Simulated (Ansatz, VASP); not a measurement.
## One calculation of AlN, two programs

The input INCAR:

```
PREC     = Accurate       # precision mode
ENCUT    = 520            # plane-wave cutoff, eV
EDIFF    = 1E-6           # SCF threshold, eV
ISMEAR   = 0              # smearing method
SIGMA    = 0.05           # smearing width, eV
LREAL    = F              # projectors in reciprocal space
LASPH    = T              # aspherical terms in the spheres
NELM     = 60             # most SCF steps
ALGO     = Normal         # electronic algorithm
ISIF     = 2              # what is computed and relaxed
LWAVE    = F              # write WAVECAR
LCHARG   = T              # write CHGCAR
GGA      = PE             # functional
LELF     = T              # ELF
LVHAR    = T            
NBANDS   = 26             # bands
```

KPOINTS

```
regular mesh
0
Gamma
  8 8 8
```

File POSCAR:

```
AlN
1.0
   -3.1302395627      0.0000000000      0.0000000000
    0.0000000000      5.4217339625      0.0000000000
    1.5651197814     -2.7108669813     -5.0179796546
Al N
4 4
Direct
    0.9994757775      0.3288969682      0.9989515549
    0.4987955050      0.8360409810      0.9975910101
    0.2502474502      0.9168532237      0.5004949005
    0.7480238323      0.4147513921      0.4960476645
    0.7968365356      0.1313091787      0.5936730712
    0.3198921819      0.6520862055      0.6397843638
    0.0583643588      0.7665306640      0.1167287175
    0.5583643588      0.1835313868      0.1167287175
```

Input for Ansatz:

```yaml
crystal:
  lattice:
    - [-3.1302395627, 0.0, 0.0]
    - [0.0, 5.4217339625, 0.0]
    - [1.5651197814, -2.7108669813, -5.0179796546]
  atoms:
    - { symbol: Al, position: [0.9994757775, 0.3288969682, 0.9989515549] }
    - { symbol: Al, position: [0.498795505, 0.836040981, 0.9975910101] }
    - { symbol: Al, position: [0.2502474502, 0.9168532237, 0.5004949005] }
    - { symbol: Al, position: [0.7480238323, 0.4147513921, 0.4960476645] }
    - { symbol: "N", position: [0.7968365356, 0.1313091787, 0.5936730712] }
    - { symbol: "N", position: [0.3198921819, 0.6520862055, 0.6397843638] }
    - { symbol: "N", position: [0.0583643588, 0.766530664, 0.1167287175] }
    - { symbol: "N", position: [0.5583643588, 0.1835313868, 0.1167287175] }
basis:
  ecutwfc: 420
kpoints:
  mp_grid: { grid: [8, 8, 8] }
hamiltonian:
  xc: pbe
scf:
  occupations: { method: gaussian, width: 0.05 }
output:
  forces: true
  stress: true
  eigenvalues: true
```

Change from the starting cell: mode 23 (707.6 1/cm) frozen in, largest displacement +0.225 Å.

Alike in both runs: task single point; functional PBE; k mesh 8 × 8 × 8; occupations gaussian, width 0.05 eV; no spin polarisation.

|  | VASP | Ansatz |
| --- | --- | --- |
| version | VASP 6.6.1 | Ansatz 0.2.0 |
| potentials or method | VASP PAW PBE potentials, release 64 (Al, N), cutoff 520 eV | scalar-relativistic, plane waves, PAW |
| valence electrons in the cell | 32 | 32 |

Ansatz gave:

```
gap on the k mesh at the Fermi level (eV)                     : 3.58
least direct gap on the mesh (eV)                             : 3.58
pressure (GPa)                                                : 5.6
traceless stress, the component that is largest in VASP (GPa) : -3.57
rms of the force components (eV/Å)                            : 2.190
```

Problem. Estimate VASP's values.

Solution. gap on the k mesh at the Fermi level (eV): 3.59; least direct gap on the mesh (eV): 3.59; pressure (GPa): 5.4; traceless stress, the component that is largest in VASP (GPa): -3.60; rms of the force components (eV/Å): 2.200.

Atom by atom the forces differ by 0.011 eV/Å (rms over components). With one functional, cell and mesh, what is left measures potentials, basis and numerics.
